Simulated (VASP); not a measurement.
# PtS2 (P-3m1) in VASP: single point with PBE+D3(BJ)

Aim: the single point of PtS2 with PBE+D3(BJ).

All numbers are computed with VASP 6.6.1; they aren't measurements. Logs are shortened: lines on timing, memory, paths and dates and some standing lists are left out, and cuts for length are marked.

## 1. The cell of the first run

It takes space group P-3m1 (No. 164, trigonal). Conventional cell: a = 3.543 Å, b = 3.543 Å, c = 5.039 Å, α = 90.00°, β = 90.00°, γ = 120.00°. Pt (site symmetry -3m) has 6 S at 2.34 Å within 3.1 Å. Within 3.1 Å of S (site symmetry 3m) lie 3 Pt at 2.34 Å and 3 S at 3.07 Å.

## 2. Single point, PBE+D3(BJ)

INCAR reads:

```
  PREC = Accurate
  ENCUT = 500
  EDIFF = 1E-6
  ISMEAR = -1
  SIGMA = 0.15
  LREAL = False
  LASPH = True
  NELM = 120
  ALGO = Normal
  ISIF = 2
  LWAVE = False
  LCHARG = False
  GGA = PE
  IVDW = 12
  NBANDS = 18
  GGA_COMPAT = False
```

KPOINTS reads:

```
Automatic mesh
0
Gamma
  9 9 6
```

POSCAR reads:

```
PtS2
1.0
    3.5432000000      0.0000000000      0.0000000000
   -1.7716000000      3.0685012107      0.0000000000
    0.0000000000      0.0000000000      5.0388000000
Pt S
1 2
Direct
    0.0000000000      0.0000000000      0.0000000000
    0.3333333333      0.6666666667      0.2270000000
    0.6666666667      0.3333333333      0.7730000000
```

Potentials or basis: VASP PAW PBE potentials, release 64 (Pt, S).

Launch:

```console
$ cat potpaw_PBE.64/Pt/POTCAR potpaw_PBE.64/S/POTCAR > POTCAR
$ mpirun -np 1 vasp_std > vasp.out
```

OUTCAR:

```text
PREC = Accurate
   ENCUT = 500
   EDIFF = 1E-6
   ISMEAR = -1
   LREAL = False
   LASPH = True
   NELM = 120
   ISIF = 2
   GGA = PE
   IVDW = 12
 IVDW          = 12

 ion  position               nearest neighbor table
   1  0.000  0.000  0.000-   2 2.34   3 2.34   3 2.34   2 2.34   3 2.34   2 2.34
   2  0.333  0.667  0.227-   1 2.34   1 2.34   1 2.34
   3  0.667  0.333  0.773-   1 2.34   1 2.34   1 2.34

  LATTYP: Found a hexagonal cell.
 ALAT       =     3.5432000000
 C/A-ratio  =     1.4221043125

  Lattice vectors:

 A1 = (   3.5432000000,   0.0000000000,   0.0000000000)
 A2 = (  -1.7716000000,   3.0685012107,   0.0000000000)
 A3 = (   0.0000000000,   0.0000000000,   5.0388000000)

Analysis of symmetry for initial positions (statically):
=====================================================================
 Subroutine PRICEL returns:
 Original cell was already a primitive cell.

 Routine SETGRP: Setting up the symmetry group for a
 hexagonal supercell.

 Subroutine GETGRP returns: Found 12 space group operations
 (whereof 12 operations were pure point group operations)
 out of a pool of 24 trial point group operations.

The static configuration has the point symmetry D_3d.

Analysis of symmetry for dynamics (positions and initial velocities):
=====================================================================
 Subroutine PRICEL returns:
 Original cell was already a primitive cell.

 Routine SETGRP: Setting up the symmetry group for a
 hexagonal supercell.

 Subroutine GETGRP returns: Found 12 space group operations
 (whereof 12 operations were pure point group operations)
 out of a pool of 24 trial point group operations.

The dynamic configuration has the point symmetry D_3d.

 Subroutine INISYM returns: Found 12 space group operations
 (whereof 12 operations are pure point group operations),
 and found     1 'primitive' translations

----------------------------------------------------------------------------------------

                                     Primitive cell

  volume of cell :      54.7834

  direct lattice vectors                    reciprocal lattice vectors
     3.543200000  0.000000000  0.000000000     0.282230752  0.162946001  0.000000000
    -1.771600000  3.068501211  0.000000000     0.000000000  0.325892001  0.000000000
     0.000000000  0.000000000  5.038800000     0.000000000  0.000000000  0.198459951

  length of vectors
     3.543200000  3.543200000  5.038800000     0.325892001  0.325892001  0.198459951

  position of ions in fractional coordinates (direct lattice)
     0.000000000  0.000000000  0.000000000
     0.333333333  0.666666667  0.227000000
     0.666666667  0.333333333  0.773000000

  ion indices of the primitive-cell ions
   primitive index   ion index
                 1           1
                 2           2
                 3           3

----------------------------------------------------------------------------------------

 KPOINTS: Automatic mesh

Automatic generation of k-mesh.
 Grid dimensions read from file:
 generate k-points for:    9    9    6

 Generating k-lattice:

  Cartesian coordinates                     Fractional coordinates (reciprocal lattice)
     0.031358972  0.018105111  0.000000000     0.111111111  0.000000000  0.000000000
     0.000000000  0.036210222  0.000000000     0.000000000  0.111111111  0.000000000
     0.000000000  0.000000000  0.033076658     0.000000000  0.000000000  0.166666667

  Length of vectors
     0.036210222  0.036210222  0.033076658

  Shift w.r.t. Gamma in fractional coordinates (k-lattice)
     0.000000000  0.000000000  0.000000000

 Subroutine IBZKPT returns following result:
 ===========================================

 Found     62 irreducible k-points:

 Following reciprocal coordinates:
            Coordinates               Weight
  0.000000  0.000000  0.000000      1.000000
  0.111111 -0.000000  0.000000      6.000000
  0.222222  0.000000  0.000000      6.000000
  0.333333  0.000000  0.000000      6.000000
  0.444444  0.000000  0.000000      6.000000
  0.111111  0.111111  0.000000      6.000000
[... 16 lines left out ...]
  0.222222  0.111111  0.166667     12.000000
 -0.111111  0.333333  0.166667     12.000000
 [... further k-points ...]
   k-points           NKPTS =     62   k-points in BZ     NKDIM =     62   number of bands    NBANDS=     18
   number of dos      NEDOS =    301   number of ions     NIONS =      3
   total plane-waves  NPLWV =  31360
   dimension x,y,z NGX =    28 NGY =   28 NGZ =   40
   dimension x,y,z NGXF=    56 NGYF=   56 NGZF=   80
   ions per type =               1   2
   NGX,Y,Z   is equivalent  to a cutoff of  13.14, 13.14, 13.20 a.u.
   NGXF,Y,Z  is equivalent  to a cutoff of  26.28, 26.28, 26.39 a.u.
 SYSTEM =  unknown system
   PREC   = accura    normal or accurate (medium, high low for compatibility)
   ISTART =      0    job   : 0-new  1-cont  2-samecut
   ICHARG =      2    charge: 1-file 2-atom 10-const
   ISPIN  =      1    spin polarized calculation?
   LNONCOLLINEAR =      F non collinear calculations
   LSORBIT =      F    spin-orbit coupling
   LASPH  =      T    aspherical Exc in radial PAW
   ENCUT  =  500.0 eV  36.75 Ry    6.06 a.u.   6.46  6.46  9.19*2*pi/ulx,y,z
   NELM   =    120;   NELMIN=  2; NELMDL= -5     # of ELM steps
   EDIFF  = 0.1E-05   stopping-criterion for ELM
   LREAL  =      F    real-space projection
   EDIFFG = 0.1E-04   stopping-criterion for IOM
   NSW    =      0    number of steps for IOM
   IBRION =     -1    ionic relax: 0-MD 1-quasi-New 2-CG
   NFREE  =      0    steps in history (QN), initial steepest desc. (CG)
   ISIF   =      2    stress and relaxation
   ISYM   =      2    0-nonsym 1-usesym 2-fastsym
   POTIM  = 0.5000    time-step for ionic-motion
   TEBEG  =    0.0;   TEEND  =   0.0 temperature during run
   PSTRESS=    0.0 pullay stress
   NELECT =      22.0000    total number of electrons
   NUPDOWN=      -1.0000    fix difference up-down
   EMIN   =  10.00;   EMAX   =-10.00  energy-range for DOS
   EFERMI =   0.00;   METHOD = LEGACY
   ISMEAR =    -1;   SIGMA  =   0.15  broadening in eV -4-tet -1-fermi 0-gaus
   EFERMI_NEDOS =   21; number of points for ismear=-14 and -15
   IALGO  =     38    algorithm
   IMIX   =      4    mixing-type and parameters
     AMIX     =   0.40;   BMIX     =  1.00
     AMIX_MAG =   1.60;   BMIX_MAG =  1.00
  volume/ion in A,a.u.               =      18.26       123.23
  Fermi-wavevector in a.u.,A,eV,Ry     =   1.207812  2.282434 19.848315  1.458810
  Thomas-Fermi vector in A             =   2.343439
   LORBIT       =      0    0 simple, 1 ext, 2 COOP (PROOUT), +10 PAW based schemes
   GGA     = PE    functional components
   LHFCALC =     F    Hartree Fock is set to
   AEXX    =    0.0000 exact exchange contribution
   IVDW    =    12    specifies the selected vdW correction
   LEPSILON=     F    determine dielectric tensor
   LRPA    =     F    only Hartree local field effects (RPA)
 non-spin polarized calculation
  energy-cutoff  :      500.00
  volume of cell :       54.78
 maximum number of plane-waves:      1411
 NGX is ok and might be reduce to    28
   NGX = 13   NGY = 13   NGZ = 19

 number of electron      22.0000001 magnetization

 Free energy of the ion-electron system (eV)
  ---------------------------------------------------
  ext. energy  EPLUGINS =         0.00000000
  ---------------------------------------------------
  free energy    TOTEN  =       -15.27349102 eV

  energy without entropy =      -15.26227346  energy(sigma->0) =      -15.26788224

 E-fermi :   7.1798     XC(G=0): -10.5751

 val. band max:        6.7183472932   @ k =   0.0000   0.2222   0.1667
 cond. band min:       7.7213646531   @ k =   0.0000   0.3333   0.3333
 fundamental gap:      1.0030173599
 Fermi energy:         7.1798218015

 k-point     1 :       0.0000    0.0000    0.0000
  band No.  band energies     occupation
      1      -8.8205      2.00000
      2      -5.5800      2.00000
      3      -0.2966      2.00000
      4      -0.2966      2.00000
      5      -0.1789      2.00000
      6       2.7649      2.00000
[... 10 lines left out ...]
     17      14.6632      0.00000
     18      18.7812      0.00000

 k-point     2 :       0.1111   -0.0000    0.0000
  band No.  band energies     occupation
      1      -8.6550      2.00000
      2      -5.6860      2.00000
      3      -0.1840      2.00000
      4      -0.1629      2.00000
      5      -0.0110      2.00000
      6       2.5228      2.00000
[... 10 lines left out ...]
     17      15.1855      0.00000
     18      17.7371      0.00000

 k-point     3 :       0.2222    0.0000    0.0000
  band No.  band energies     occupation
      1      -8.1906      2.00000
      2      -5.9400      2.00000
      3       0.1052      2.00000
      4       0.1117      2.00000
      5       0.5038      2.00000
      6       1.7663      2.00000
[... 10 lines left out ...]
     17      16.0832      0.00000
     18      16.1733      0.00000

 k-point     4 :       0.3333    0.0000    0.0000
  band No.  band energies     occupation
      1      -7.5412      2.00000
      2      -6.2230      2.00000
      3      -0.0361      2.00000
      4       0.4082      2.00000
      5       1.1969      2.00000
      6       1.3122      2.00000
[... 10 lines left out ...]
     17      15.5775      0.00000
     18      16.2277      0.00000

 k-point     5 :       0.4444    0.0000    0.0000
  band No.  band energies     occupation
      1      -6.9450      2.00000
      2      -6.4730      2.00000
      3      -0.7075      2.00000
      4       0.5505      2.00000
      5       1.4363      2.00000
      6       2.1724      2.00000
[... 10 lines left out ...]
     17      15.2590      0.00000
     18      17.5312      0.00000

 k-point     6 :       0.1111    0.1111    0.0000
  band No.  band energies     occupation
      1      -8.3394      2.00000
      2      -5.8641      2.00000
      3      -0.0039      2.00000
      4       0.0863      2.00000
      5       0.3045      2.00000
      6       2.2091      2.00000
[... 10 lines left out ...]
     17      16.2078      0.00000
     18      16.5556      0.00000

 k-point     7 :       0.2222    0.1111    0.0000
  band No.  band energies     occupation
      1      -7.7771      2.00000
      2      -6.1229      2.00000
      3       0.2616      2.00000
      4       0.3025      2.00000
      5       0.8543      2.00000
      6       1.4404      2.00000
[... 10 lines left out ...]
     17      15.5106      0.00000
     18      16.6424      0.00000

 k-point     8 :       0.3333    0.1111    0.0000
  band No.  band energies     occupation
      1      -7.1390      2.00000
      2      -6.3672      2.00000
      3      -0.2944      2.00000
      4       0.4555      2.00000
      5       1.3178      2.00000
      6       1.6829      2.00000
[... 10 lines left out ...]
     17      15.9427      0.00000
     18      16.6869      0.00000
[... 229 lines left out ...]
     17      16.1580      0.00000
     18      16.7243      0.00000

 k-point    20 :       0.4444    0.0000    0.1667
  band No.  band energies     occupation
      1      -6.8750      2.00000
      2      -6.5413      2.00000
      3      -0.7233      2.00000
      4       0.5376      2.00000
      5       1.6396      2.00000
      6       1.8350      2.00000
[... 10 lines left out ...]
     17      15.5273      0.00000
     18      17.0683      0.00000

 k-point    21 :       0.0000    0.4444    0.1667
  band No.  band energies     occupation
      1      -6.9929      2.00000
      2      -6.3893      2.00000
      3      -0.8163      2.00000
      4       0.5157      2.00000
      5       1.1851      2.00000
      6       2.3167      2.00000
[... 10 lines left out ...]
     17      16.0819      0.00000
     18      17.2262      0.00000

 k-point    22 :       0.1111    0.1111    0.1667
  band No.  band energies     occupation
      1      -8.2801      2.00000
      2      -5.9831      2.00000
      3      -0.1322      2.00000
      4       0.0125      2.00000
      5       0.6707      2.00000
      6       2.1706      2.00000
[... 10 lines left out ...]
     17      16.1341      0.00000
     18      16.1940      0.00000

 k-point    23 :       0.2222    0.1111    0.1667
  band No.  band energies     occupation
      1      -7.7126      2.00000
      2      -6.2205      2.00000
      3       0.1839      2.00000
      4       0.2987      2.00000
      5       0.8666      2.00000
      6       1.6953      2.00000
[... 10 lines left out ...]
     17      16.1312      0.00000
     18      16.2831      0.00000

 k-point    24 :      -0.1111    0.3333    0.1667
  band No.  band energies     occupation
      1      -7.7346      2.00000
      2      -6.1720      2.00000
      3       0.0041      2.00000
      4       0.2415      2.00000
      5       1.0650      2.00000
      6       1.4510      2.00000
[... 10 lines left out ...]
     17      15.3137      0.00000
     18      17.1443      0.00000

 [... further k-points ...]

------------------------ aborting loop because EDIFF is reached ----------------------------------------

 Edisp (eV)   -1.26777

 E8    (eV) :    -0.5069

  FORCE on cell =-STRESS in cart. coord.  units (eV):
  Direction    XX          YY          ZZ          XY          YZ          ZX
  --------------------------------------------------------------------------------------
  -------------------------------------------------------------------------------------
  Total       2.67467     2.67467     2.09725     0.00000     0.00000     0.00000
  in kB      78.22241    78.22241    61.33537     0.00000     0.00000     0.00000
  external pressure =       72.59 kB  Pullay stress =        0.00 kB

 VOLUME and BASIS-vectors are now :
 -----------------------------------------------------------------------------
  energy-cutoff  :      500.00
  volume of cell :       54.78
      direct lattice vectors                 reciprocal lattice vectors
     3.543200000  0.000000000  0.000000000     0.282230752  0.162946001  0.000000000
    -1.771600000  3.068501211  0.000000000     0.000000000  0.325892001  0.000000000
     0.000000000  0.000000000  5.038800000     0.000000000  0.000000000  0.198459951

 POSITION                                       TOTAL-FORCE (eV/Angst)
 -----------------------------------------------------------------------------------
      0.00000      0.00000      0.00000        -0.000000      0.000000      0.000000
     -0.00000      2.04567      1.14381         0.000000      0.000000      1.252517
      1.77160      1.02283      3.89499        -0.000000      0.000000     -1.252517
 -----------------------------------------------------------------------------------
    total drift:                                0.000000     -0.000000      0.000000

  FREE ENERGIE OF THE ION-ELECTRON SYSTEM (eV)
  ---------------------------------------------------
  free  energy   TOTEN  =       -16.5412638329 eV

  energy  without entropy=      -16.5300462752  energy(sigma->0) =      -16.53565505
```

It took 31 s on 1 thread of Intel Xeon Platinum 8488C (Sapphire Rapids), shared host; peak memory 0.22 GiB.

Results:

* Free energy: -16.5413 eV
* Pressure: 7.3 GPa
* Largest force: 1.253 eV/Å
* Band gap on the k mesh: 1.00 eV (least direct gap 1.14 eV)
* Dispersion energy per atom: -0.423 eV

Forces in eV/Å, atoms in the order of the input:
```
Pt   0.000  0.000  0.000
S    0.000  0.000  1.253
S    0.000  0.000 -1.253
```

Caveat: the cell stands under pressure; spin-orbit coupling is left out, which moves the levels of the heavy elements; forces of over 1 eV/Å act on the atoms, so gaps and moduli don't describe the material at rest. A k mesh can miss the band edges.
